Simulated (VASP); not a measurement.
# Ir (Fm-3m) in VASP: further runs

Ir is run at these levels: LDA; tasks: single point.

All numbers are computed with VASP 6.6.1; they aren't measurements. Logs are shortened: lines on timing, memory, paths and dates and some standing lists are left out, and cuts for length are marked.

## (1) The cell of the first run

The structure is cubic, space group Fm-3m (No. 225). Conventional cell: a = 3.812 Å, b = 3.812 Å, c = 3.812 Å, α = 90.00°, β = 90.00°, γ = 90.00°. Within 3.6 Å of Ir (site symmetry m-3m) lie 12 Ir at 2.70 Å.

## (2) Single point, LDA

File INCAR:

```
  PREC = Accurate
  ENCUT = 520
  EDIFF = 1E-7
  ISMEAR = -1
  SIGMA = 0.1
  LREAL = F
  LASPH = T
  NELM = 80
  ALGO = Normal
  ISIF = 2
  LWAVE = F
  LCHARG = F
  NBANDS = 10
```

File KPOINTS:

```
Automatic mesh
0
Gamma
  14 14 14
```

File POSCAR:

```
Ir
1.0
    0.0000000000      1.9060927672      1.9060927672
    1.9060927672      0.0000000000      1.9060927672
    1.9060927672      1.9060927672      0.0000000000
Ir
1
Direct
    0.0000000000      0.0000000000      0.0000000000
```

Potentials or basis: VASP PAW LDA potentials, release 64 (Ir).

Command:

```
$ cat potpaw_LDA.64/Ir/POTCAR > POTCAR
$ mpirun -np 1 vasp_std > vasp.out
```

OUTCAR:

```text
PREC = Accurate
   ENCUT = 520
   EDIFF = 1E-7
   ISMEAR = -1
   LREAL = F
   LASPH = T
   NELM = 80
   ISIF = 2

 ion  position               nearest neighbor table
   1  0.000  0.000  0.000-

  LATTYP: Found a face centered cubic cell.
 ALAT       =     3.8121855344

  Lattice vectors:

 A1 = (   0.0000000000,   1.9060927672,   1.9060927672)
 A2 = (   1.9060927672,   0.0000000000,   1.9060927672)
 A3 = (   1.9060927672,   1.9060927672,   0.0000000000)

Analysis of symmetry for initial positions (statically):
=====================================================================
 Subroutine PRICEL returns:
 Original cell was already a primitive cell.

 Routine SETGRP: Setting up the symmetry group for a
 face centered cubic supercell.

 Subroutine GETGRP returns: Found 48 space group operations
 (whereof 48 operations were pure point group operations)
 out of a pool of 48 trial point group operations.

The static configuration has the point symmetry O_h .

Analysis of symmetry for dynamics (positions and initial velocities):
=====================================================================
 Subroutine PRICEL returns:
 Original cell was already a primitive cell.

 Routine SETGRP: Setting up the symmetry group for a
 face centered cubic supercell.

 Subroutine GETGRP returns: Found 48 space group operations
 (whereof 48 operations were pure point group operations)
 out of a pool of 48 trial point group operations.

The dynamic configuration has the point symmetry O_h .

 Subroutine INISYM returns: Found 48 space group operations
 (whereof 48 operations are pure point group operations),
 and found     1 'primitive' translations

----------------------------------------------------------------------------------------

                                     Primitive cell

  volume of cell :      13.8504

  direct lattice vectors                    reciprocal lattice vectors
     0.000000000  1.906092767  1.906092767    -0.262316719  0.262316719  0.262316719
     1.906092767  0.000000000  1.906092767     0.262316719 -0.262316719  0.262316719
     1.906092767  1.906092767  0.000000000     0.262316719  0.262316719 -0.262316719

  length of vectors
     2.695622243  2.695622243  2.695622243     0.454345884  0.454345884  0.454345884

  position of ions in fractional coordinates (direct lattice)
     0.000000000  0.000000000  0.000000000

  ion indices of the primitive-cell ions
   primitive index   ion index
                 1           1

----------------------------------------------------------------------------------------

 KPOINTS: Automatic mesh

Automatic generation of k-mesh.
 Grid dimensions read from file:
 generate k-points for:   14   14   14

 Generating k-lattice:

  Cartesian coordinates                     Fractional coordinates (reciprocal lattice)
    -0.018736908  0.018736908  0.018736908     0.071428571  0.000000000  0.000000000
     0.018736908 -0.018736908  0.018736908     0.000000000  0.071428571  0.000000000
     0.018736908  0.018736908 -0.018736908     0.000000000  0.000000000  0.071428571

  Length of vectors
     0.032453277  0.032453277  0.032453277

  Shift w.r.t. Gamma in fractional coordinates (k-lattice)
     0.000000000  0.000000000  0.000000000

 Subroutine IBZKPT returns following result:
 ===========================================

 Found    104 irreducible k-points:

 Following reciprocal coordinates:
            Coordinates               Weight
  0.000000  0.000000  0.000000      1.000000
  0.071429  0.000000  0.000000      8.000000
  0.142857  0.000000  0.000000      8.000000
  0.214286  0.000000  0.000000      8.000000
  0.285714  0.000000  0.000000      8.000000
  0.357143  0.000000  0.000000      8.000000
[... 16 lines left out ...]
  0.214286  0.142857  0.000000     24.000000
  0.285714  0.142857  0.000000     24.000000
 [... further k-points ...]
   k-points           NKPTS =    104   k-points in BZ     NKDIM =    104   number of bands    NBANDS=     10
   number of dos      NEDOS =    301   number of ions     NIONS =      1
   total plane-waves  NPLWV =   8000
   dimension x,y,z NGX =    20 NGY =   20 NGZ =   20
   dimension x,y,z NGXF=    40 NGYF=   40 NGZF=   40
   ions per type =               1
   NGX,Y,Z   is equivalent  to a cutoff of  12.33, 12.33, 12.33 a.u.
   NGXF,Y,Z  is equivalent  to a cutoff of  24.67, 24.67, 24.67 a.u.
 SYSTEM =  unknown system
   PREC   = accura    normal or accurate (medium, high low for compatibility)
   ISTART =      0    job   : 0-new  1-cont  2-samecut
   ICHARG =      2    charge: 1-file 2-atom 10-const
   ISPIN  =      1    spin polarized calculation?
   LNONCOLLINEAR =      F non collinear calculations
   LSORBIT =      F    spin-orbit coupling
   LASPH  =      T    aspherical Exc in radial PAW
   ENCUT  =  520.0 eV  38.22 Ry    6.18 a.u.   5.01  5.01  5.01*2*pi/ulx,y,z
   NELM   =     80;   NELMIN=  2; NELMDL= -5     # of ELM steps
   EDIFF  = 0.1E-06   stopping-criterion for ELM
   LREAL  =      F    real-space projection
   EDIFFG = 0.1E-05   stopping-criterion for IOM
   NSW    =      0    number of steps for IOM
   IBRION =     -1    ionic relax: 0-MD 1-quasi-New 2-CG
   NFREE  =      0    steps in history (QN), initial steepest desc. (CG)
   ISIF   =      2    stress and relaxation
   ISYM   =      2    0-nonsym 1-usesym 2-fastsym
   POTIM  = 0.5000    time-step for ionic-motion
   TEBEG  =    0.0;   TEEND  =   0.0 temperature during run
   PSTRESS=    0.0 pullay stress
   NELECT =       9.0000    total number of electrons
   NUPDOWN=      -1.0000    fix difference up-down
   EMIN   =  10.00;   EMAX   =-10.00  energy-range for DOS
   EFERMI =   0.00;   METHOD = LEGACY
   ISMEAR =    -1;   SIGMA  =   0.10  broadening in eV -4-tet -1-fermi 0-gaus
   EFERMI_NEDOS =   21; number of points for ismear=-14 and -15
   IALGO  =     38    algorithm
   IMIX   =      4    mixing-type and parameters
     AMIX     =   0.40;   BMIX     =  1.00
     AMIX_MAG =   1.60;   BMIX_MAG =  1.00
  volume/ion in A,a.u.               =      13.85        93.47
  Fermi-wavevector in a.u.,A,eV,Ry     =   1.417974  2.679583 27.356562  2.010651
  Thomas-Fermi vector in A             =   2.539148
   LORBIT       =      0    0 simple, 1 ext, 2 COOP (PROOUT), +10 PAW based schemes
   GGA     = CA    functional components
[... 42 lines left out ...]
  band No.  band energies     occupation
      1      -0.4152      2.00000
      2       6.5200      2.00000
      3       6.7436      2.00000
      4       6.7436      2.00000
      5       9.3956      1.99999
      6       9.3956      1.99999
      7      25.3915      0.00000
      8      29.5280      0.00000
      9      31.0394      0.00000
     10      31.0394      0.00000

 k-point     3 :       0.1429    0.0000    0.0000
  band No.  band energies     occupation
      1       0.2370      2.00000
      2       6.2414      2.00000
      3       6.9782      2.00000
      4       6.9782      2.00000
      5       9.2922      2.00000
      6       9.2922      2.00000
      7      26.4069      0.00000
      8      27.6049      0.00000
      9      32.1418      0.00000
     10      32.1418      0.00000

 k-point     4 :       0.2143    0.0000    0.0000
  band No.  band energies     occupation
      1       1.1467      2.00000
      2       6.0645      2.00000
      3       7.1296      2.00000
      4       7.1296      2.00000
      5       9.4157      1.99999
      6       9.4157      1.99999
      7      25.5340      0.00000
      8      27.5600      0.00000
      9      33.7796      0.00000
     10      33.7796      0.00000

 k-point     5 :       0.2857    0.0000    0.0000
  band No.  band energies     occupation
      1       1.9520      2.00000
      2       6.4068      2.00000
      3       7.0282      2.00000
      4       7.0282      2.00000
      5       9.9519      1.99711
      6       9.9519      1.99711
      7      23.5745      0.00000
      8      27.2097      0.00000
      9      34.8339      0.00000
     10      34.8340      0.00000

 k-point     6 :       0.3571    0.0000    0.0000
  band No.  band energies     occupation
      1       2.3098      2.00000
      2       6.8026      2.00000
      3       6.8026      2.00000
      4       7.5604      2.00000
      5      10.7094      0.52361
      6      10.7094      0.52361
      7      21.3891      0.00000
      8      25.8289      0.00000
      9      32.8283      0.00000
     10      32.8283      0.00000

 k-point     7 :       0.4286    0.0000    0.0000
  band No.  band energies     occupation
      1       2.3566      2.00000
      2       6.6161      2.00000
      3       6.6161      2.00000
      4       9.1005      2.00000
      5      11.3631      0.00103
      6      11.3631      0.00103
      7      19.2177      0.00000
      8      24.8493      0.00000
      9      31.2056      0.00000
     10      31.2056      0.00000

 k-point     8 :       0.5000    0.0000    0.0000
  band No.  band energies     occupation
      1       2.3450      2.00000
      2       6.5467      2.00000
      3       6.5467      2.00000
      4       9.9188      1.99792
      5      11.6238      0.00008
      6      11.6238      0.00008
      7      18.1734      0.00000
      8      24.5316      0.00000
      9      30.6146      0.00000
     10      30.6146      0.00000

 k-point     9 :       0.0714    0.0714    0.0000
  band No.  band energies     occupation
      1      -0.3373      2.00000
      2       6.4046      2.00000
      3       6.8200      2.00000
      4       6.8200      2.00000
      5       9.1835      2.00000
      6       9.5537      1.99995
      7      25.5322      0.00000
      8      29.8337      0.00000
      9      30.7861      0.00000
     10      30.7861      0.00000
[... 118 lines left out ...]
 k-point    19 :      -0.2143    0.0714    0.0000
  band No.  band energies     occupation
      1       1.6473      2.00000
      2       5.8982      2.00000
      3       7.1194      2.00000
      4       7.2822      2.00000
      5       9.0060      2.00000
      6      10.1734      1.97383
      7      25.1009      0.00000
      8      27.9023      0.00000
      9      32.5033      0.00000
     10      33.7792      0.00000

 k-point    20 :      -0.1429    0.0714    0.0000
  band No.  band energies     occupation
      1       0.7171      2.00000
      2       5.9988      2.00000
      3       7.1435      2.00000
      4       7.1661      2.00000
      5       8.8673      2.00000
      6       9.6854      1.99980
      7      26.8731      0.00000
      8      27.2593      0.00000
      9      31.4834      0.00000
     10      33.6127      0.00000

 k-point    21 :      -0.0714    0.0714    0.0000
  band No.  band energies     occupation
      1      -0.0406      2.00000
      2       6.3020      2.00000
      3       6.8855      2.00000
      4       6.9456      2.00000
      5       9.1177      2.00000
      6       9.5070      1.99997
      7      26.0214      0.00000
      8      28.5946      0.00000
      9      30.8994      0.00000
     10      32.0139      0.00000

 k-point    22 :       0.1429    0.1429    0.0000
  band No.  band energies     occupation
      1       0.5417      2.00000
      2       5.7883      2.00000
      3       7.3443      2.00000
      4       7.3443      2.00000
      5       8.4741      2.00000
      6       9.8200      1.99923
      7      27.0411      0.00000
      8      28.9295      0.00000
      9      30.9051      0.00000
     10      30.9051      0.00000

 k-point    23 :       0.2143    0.1429    0.0000
  band No.  band energies     occupation
      1       1.2588      2.00000
      2       5.4369      2.00000
      3       7.4800      2.00000
      4       7.6731      2.00000
      5       8.3886      2.00000
      6      10.0242      1.99405
      7      27.7071      0.00000
      8      28.1551      0.00000
      9      30.9611      0.00000
     10      31.5290      0.00000

 k-point    24 :       0.2857    0.1429    0.0000
  band No.  band energies     occupation
      1       2.1484      2.00000
      2       5.2612      2.00000
      3       7.0381      2.00000
      4       7.8042      2.00000
      5       9.2043      2.00000
      6      10.4382      1.68438
      7      25.7606      0.00000
      8      28.6872      0.00000
      9      30.9188      0.00000
     10      31.8584      0.00000

 [... further k-points ...]
[... 5 lines left out ...]
  --------------------------------------------------------------------------------------
  -------------------------------------------------------------------------------------
  Total        0.2285331      0.2285331      0.2285331      0.0000000     -0.0000000     -0.0000000
  in kB       26.4361152     26.4361152     26.4361152      0.0000000     -0.0000000     -0.0000000
  external PRESSURE =      26.4361152 kB  Pullay stress =       0.0000000 kB

 VOLUME and BASIS-vectors are now :
 -----------------------------------------------------------------------------
  energy-cutoff  :      520.00
  volume of cell :       13.85
      direct lattice vectors                 reciprocal lattice vectors
     0.000000000  1.906092767  1.906092767    -0.262316719  0.262316719  0.262316719
     1.906092767  0.000000000  1.906092767     0.262316719 -0.262316719  0.262316719
     1.906092767  1.906092767  0.000000000     0.262316719  0.262316719 -0.262316719

 POSITION                                       TOTAL-FORCE (eV/Angst)
 -----------------------------------------------------------------------------------
      0.00000      0.00000      0.00000         0.000000     -0.000000     -0.000000
 -----------------------------------------------------------------------------------
    total drift:                                0.000000      0.000000      0.000000

  FREE ENERGIE OF THE ION-ELECTRON SYSTEM (eV)
  ---------------------------------------------------
  free  energy   TOTEN  =       -10.3336804961 eV

  energy  without entropy=      -10.2998013824  energy(sigma->0) =      -10.31674094
```

Wall time 10 s (1 thread of Intel Xeon 6975P-C, shared host); peak memory 0.13 GiB.

Results:

| Property | Result |
| --- | --- |
| Free energy | -10.3337 eV |
| Pressure | 2.6 GPa |

Levels at points of the mesh, in eV from the Fermi level:
```
           k point  band 1  band 2  band 3  band 4  band 5  band 6  band 7  band 8  band 9
(0.00, 0.00, 0.00)  -11.25   -3.96   -3.96   -3.96   -1.14   -1.14   14.38   20.05   20.05
(0.50, 0.00, 0.00)   -8.26   -4.06   -4.06   -0.69    1.02    1.02    7.57   13.93   20.01
(0.50, 0.50, 0.00)   -8.09   -7.52    1.01    1.61    1.61    1.82   10.90   11.88   11.88
```

Caveat: spin-orbit coupling is left out, which moves the levels of the heavy elements.

## (3) Single point, LDA

File INCAR:

```
ALGO = Normal ; EDIFF = 1E-6
ENCUT = 520 ; GGA = CA
ISIF = 2 ; ISMEAR = -1
LASPH = T ; LCHARG = F
LREAL = F ; LWAVE = F
NBANDS = 10 ; NELM = 60
PREC = Accurate ; SIGMA = 0.01
```

File KPOINTS:

```
k-points
0
Gamma
  14 14 14
```

POSCAR is that of step 2.

Potentials or basis: VASP PAW LDA potentials, release 64 (Ir).

Command:

```
$ cat potpaw_LDA.64/Ir/POTCAR > POTCAR
$ mpirun -np 1 vasp_std > vasp.out
```

It took 10 s on 1 thread of Intel Xeon 6975P-C, shared host; peak memory 0.13 GiB.

It converged, with:

| Property | Result |
| --- | --- |
| Free energy | -10.3130 eV |
| Pressure | 2.4 GPa |

Levels at points of the mesh, in eV from the Fermi level:
```tsv
k point	band 1	band 2	band 3	band 4	band 5	band 6	band 7	band 8
(0.00, 0.00, 0.00)	-11.22	-3.93	-3.93	-3.93	-1.11	-1.11	14.42	20.08
(0.50, 0.00, 0.00)	-8.23	-4.02	-4.02	-0.65	1.05	1.05	7.60	13.96
(0.50, 0.50, 0.00)	-8.05	-7.48	1.04	1.65	1.65	1.86	10.93	11.92
```

Caveat: spin-orbit coupling is left out, which moves the levels of the heavy elements.

## (4) Single point, LDA

File INCAR:

```
SYSTEM = Ir
PREC = Accurate
ENCUT = 520
EDIFF = 1E-6
ISMEAR = -1
SIGMA = 0.03
LREAL = .FALSE.
LASPH = .TRUE.
NELM = 60
ALGO = Normal
ISIF = 2
LWAVE = .FALSE.
LCHARG = .FALSE.
GGA = CA
NBANDS = 10
```

File KPOINTS:

```
Automatic mesh
0
G
  14 14 14
  0 0 0
```

POSCAR is that of step 3.

Command:

```
$ cat potpaw_LDA.64/Ir/POTCAR > POTCAR
$ mpirun -np 1 vasp_std > vasp.out
```

It took 8.1 s on 1 thread of Intel Xeon 6975P-C, shared host; peak memory 0.13 GiB.

It converged, with:

* Free energy: -10.3157 eV
* Pressure: 2.4 GPa

Levels at points of the mesh, in eV from the Fermi level:
```csv
k point,band 1,band 2,band 3,band 4,band 5,band 6,band 7,band 8,band 9
"(0.00, 0.00, 0.00)",-11.22,-3.93,-3.93,-3.93,-1.11,-1.11,14.42,20.08,20.08
"(0.50, 0.00, 0.00)",-8.23,-4.03,-4.03,-0.65,1.05,1.05,7.60,13.96,20.04
"(0.50, 0.50, 0.00)",-8.05,-7.49,1.04,1.64,1.64,1.86,10.93,11.92,11.92
```

Caveat: spin-orbit coupling is left out, which moves the levels of the heavy elements.

## (5) Single point, LDA

File INCAR:

```
PREC = Accurate
ENCUT = 520
EDIFF = 1E-7
ISMEAR = -1
SIGMA = 0.2
LREAL = F
LASPH = T
NELM = 100
ALGO = Normal
ISIF = 2
LWAVE = F
LCHARG = T
GGA = CA
LELF = T
LVHAR = T
NBANDS = 10
```

File KPOINTS:

```
regular mesh
0
Gamma
  14 14 14
```

POSCAR is that of step 4.

Command:

```
$ cat potpaw_LDA.64/Ir/POTCAR > POTCAR
$ mpirun -np 1 vasp_std > vasp.out
```

Run time: 9.3 s. Hardware: 1 thread of Intel Xeon 6975P-C, shared host; peak memory 0.13 GiB.

Results (log left out):

```
Free energy : -10.3817 eV
Pressure    : 3.6 GPa
```

Levels at points of the mesh, in eV from the Fermi level:
| k point | band 2 | band 3 | band 4 | band 5 | band 6 | band 7 |
| --- | --- | --- | --- | --- | --- | --- |
| (0.00, 0.00, 0.00) | -3.99 | -3.99 | -3.99 | -1.17 | -1.17 | 14.35 |
| (0.50, 0.00, 0.00) | -4.09 | -4.09 | -0.72 | 0.99 | 0.99 | 7.54 |
| (0.50, 0.50, 0.00) | -7.55 | 0.98 | 1.59 | 1.59 | 1.79 | 10.87 |

Caveat: spin-orbit coupling is left out, which moves the levels of the heavy elements.

## (6) Single point, LDA

File INCAR:

```
SYSTEM = Ir
  PREC = Accurate
  ENCUT = 500
  EDIFF = 1E-6
  ISMEAR = 1
  SIGMA = 0.1
  LREAL = .FALSE.
  LASPH = .TRUE.
  NELM = 120
  ALGO = Normal
  ISIF = 2
  LWAVE = .FALSE.
  LCHARG = .FALSE.
  NBANDS = 14
  GGA_COMPAT = .FALSE.
```

File KPOINTS:

```
regular mesh
0
G
  14 14 14
  0 0 0
```

POSCAR is that of step 5.

Potentials or basis: VASP PAW LDA potentials, release 64 (Ir_sv_GW).

Command:

```
$ cat potpaw_LDA.64/Ir_sv_GW/POTCAR > POTCAR
$ mpirun -np 1 vasp_std > vasp.out
```

Wall time 7.7 s (1 thread of Intel Xeon 6975P-C (Granite Rapids), shared host); peak memory 0.13 GiB.

The run converged. Its results:

```
Free energy : -10.8893 eV
Pressure    : -1.9 GPa
```

Levels at points of the mesh, in eV from the Fermi level:
```tsv
k point	band 5	band 6	band 7	band 8	band 9	band 10	band 11	band 12
(0.00, 0.00, 0.00)	-11.19	-3.92	-3.92	-3.92	-1.10	-1.10	13.70	19.29
(0.50, 0.00, 0.00)	-8.21	-4.02	-4.02	-0.63	1.06	1.06	7.63	13.37
(0.50, 0.50, 0.00)	-8.04	-7.47	1.05	1.66	1.66	1.86	10.97	11.70
```

Caveat: spin-orbit coupling is left out, which moves the levels of the heavy elements.

## (7) The runs side by side

| potentials or basis | cutoff (eV) | smearing | second run | gap on the mesh (eV) | pressure (GPa) |
| --- | --- | --- | --- | --- | --- |
| VASP PAW LDA potentials, release 64 (Ir) | 520 | fermi-dirac 0.1 eV | - | none | 2.6 |
| VASP PAW LDA potentials, release 64 (Ir) | 520 | fermi-dirac 0.01 eV | - | none | 2.4 |
| VASP PAW LDA potentials, release 64 (Ir) | 520 | fermi-dirac 0.03 eV | - | none | 2.4 |
| VASP PAW LDA potentials, release 64 (Ir) | 520 | fermi-dirac 0.2 eV | - | none | 3.6 |
| VASP PAW LDA potentials, release 64 (Ir_sv_GW) | 500 | methfessel-paxton 0.1 eV | valence_matched | none | -1.9 |

Alike in all rows: task single point; level LDA; no spin polarisation; cell as given; k mesh 14 × 14 × 14.

Caveats: spin-orbit coupling is left out, which moves the levels of the heavy elements.

Absolute energies hang on the potentials; compare differences alone.
